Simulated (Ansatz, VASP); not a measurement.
MnO2: VASP beside Ansatz

Contents of INCAR:

```
PREC = Accurate ; ENCUT = 520
EDIFF = 1E-7 ; ISMEAR = -1
SIGMA = 0.1 ; LREAL = F
LASPH = T ; NELM = 150
ALGO = Normal ; ISIF = 2
LWAVE = F ; LCHARG = F
ISPIN = 2 ; MAGMOM = 4 0 0
LORBIT = 11 ; LMAXMIX = 4
LDAU = T ; LDAUTYPE = 2
LDAUL = 2 -1 ; LDAUU = 3.5 0
LDAUJ = 0 0 ; LDAUPRINT = 1
GGA = PS ; NBANDS = 24
```

Contents of KPOINTS:

```
Automatic mesh
0
Gamma
  12 12 12
```

POSCAR

```
MnO2
1.0
    1.4091292999      0.8135611812      4.5219789149
   -1.4091292999      0.8135611812      4.5219789149
    0.0000000000     -1.6271223625      4.5219789149
Mn O
1 2
Direct
    0.0000000000      0.0000000000      0.0000000000
    0.2643644900      0.2643644900      0.2643644900
    0.7356355100      0.7356355100      0.7356355100
```

Input for Ansatz:

```yaml
crystal:
  lattice:
    - [1.409129299920925, 0.8135611812303026, 4.521978914876058]
    - [-1.409129299920925, 0.8135611812303026, 4.521978914876058]
    - [0.0, -1.6271223624606053, 4.521978914876058]
  atoms:
    - { symbol: Mn, position: [0.0, 0.0, 0.0], spin: 4.0 }
    - { symbol: O, position: [0.26436449, 0.26436449, 0.26436449] }
    - { symbol: O, position: [0.73563551, 0.73563551, 0.73563551] }
basis:
  ecutwfc: 510.0
kpoints:
  mp_grid:
    grid: [12, 12, 12]
hamiltonian:
  xc: pbesol
  hubbard:
    - { species: Mn, l: d, u_eff: 3.5 }
magnetization:
  spin_polarized: true
scf:
  occupations:
    method: fermi_dirac
output:
  stress: true
```

Alike in both runs: task single point; functional PBEsol; k mesh 12 × 12 × 12; collinear spin; Hubbard terms Mn d U = 3.5 eV.

```csv
,VASP,Ansatz
version,VASP 6.6.1,Ansatz 0.2.0
potentials or method,"VASP PAW PBE potentials, release 64 (Mn_pv, O), cutoff 520 eV","plane waves, PAW"
occupations,"fermi-dirac, width 0.1 eV",fermi-dirac
valence electrons in the cell,25,27
```

```csv
,VASP,Ansatz,Ansatz less VASP
pressure (GPa),12.4,11.5,-0.90
"traceless stress, the component that is largest in VASP (GPa)",-3.82,-3.81,+0.011
net moment per atom (μB),1.00,1.00,0.000
size of the moment on the site where the two differ most (μB),3.06,2.65,-0.405
```

VASP's potentials were made for PBE, not for PBEsol. Site moments also hang on the region over which each program counts them. The programs project onto different local orbitals, so the same U acts differently, and such runs can settle in different states. VASP's potentials hold 25 valence electrons a cell and Ansatz's 27, so a difference there can come from the potentials and not from the codes.
